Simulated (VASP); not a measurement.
Runs of VASP 6.6.1 on TaN. The structure is that of space group P6_3mc (No. 186), or close to it. The cells are those of the table. 

| potentials or basis | cell | cutoff (eV) | gap on the mesh (eV) | pressure (GPa) | largest force (eV/Å) |
| --- | --- | --- | --- | --- | --- |
| VASP PAW PBE potentials, release 64 (Ta_pv, N) | a = 3.277, b = 3.277, c = 6.096 Å, angles 90.0, 90.0, 120.0°, 4 atoms | 520 | none | (a) | 0.55 |
| VASP PAW PBE potentials, release 64 (Ta_pv, N) | a = 3.367, b = 3.367, c = 5.778 Å, angles 90.0, 90.0, 120.0°, 4 atoms | 520 | none | -6.5 | 2.50 |
| VASP PAW PBE potentials, release 64 (Ta_pv, N) | a = 3.193, b = 3.193, c = 6.183 Å, angles 90.0, 90.0, 120.0°, 4 atoms | 520 | none | -8.7 | 0.03 |
| VASP PAW PBE potentials, release 64 (Ta_pv, N) | a = 3.234, b = 3.234, c = 6.261 Å, angles 90.0, 90.0, 120.0°, 4 atoms | 520 | none | -16.4 | 0.07 |
| VASP PAW PBE potentials, release 64 (Ta_pv, N) | a = 3.191, b = 3.191, c = 6.431 Å, angles 90.0, 90.0, 120.0°, 4 atoms | 520 | none | -17.9 | 0.51 |
| VASP PAW PBE potentials, release 64 (Ta_pv, N) | a = 3.322, b = 3.322, c = 5.935 Å, angles 90.0, 90.0, 120.0°, 4 atoms | 520 | none | (c) | 1.40 |
| VASP PAW PBE potentials, release 64 (Ta_pv, N) | a = 3.109, b = 3.109, c = 6.523 Å, angles 90.0, 90.0, 120.0°, 4 atoms | 520 | none | -11.4 | 0.96 |
| VASP PAW PBE potentials, release 64 (Ta_sv_GW, N) | a = 3.317, b = 3.317, c = 6.170 Å, angles 90.0, 90.0, 120.0°, 4 atoms | 700 | none | (b) | 0.38 |

Alike in all rows: task single point; level PBE; no spin polarisation; k mesh 18 × 18 × 8; smearing gaussian 0.15 eV.

Q: Fill in the values left out.

A: (a) -14.0; (b) -20.9; (c) -10.7.

Caveats: spin-orbit coupling is left out, which moves the levels of the heavy elements; forces of over 1 eV/Å act on the atoms, so gaps and moduli don't describe the material at rest (at least some runs); the cell stands under tension (at least some runs); the stress differs along the axes, from -17 to -9 GPa (at least some runs); the stress differs along the axes, from -20 to 20 GPa (at least some runs); the stress differs along the axes, from -20 to -15 GPa (at least some runs); the stress differs along the axes, from -30 to -12 GPa (at least some runs).

A k mesh can miss the band edges, and the runs leave out spin-orbit coupling on Ta.

A gap of «none» marks levels without a gap at the run's occupations.

The runs don't all hold the same shells in valence.
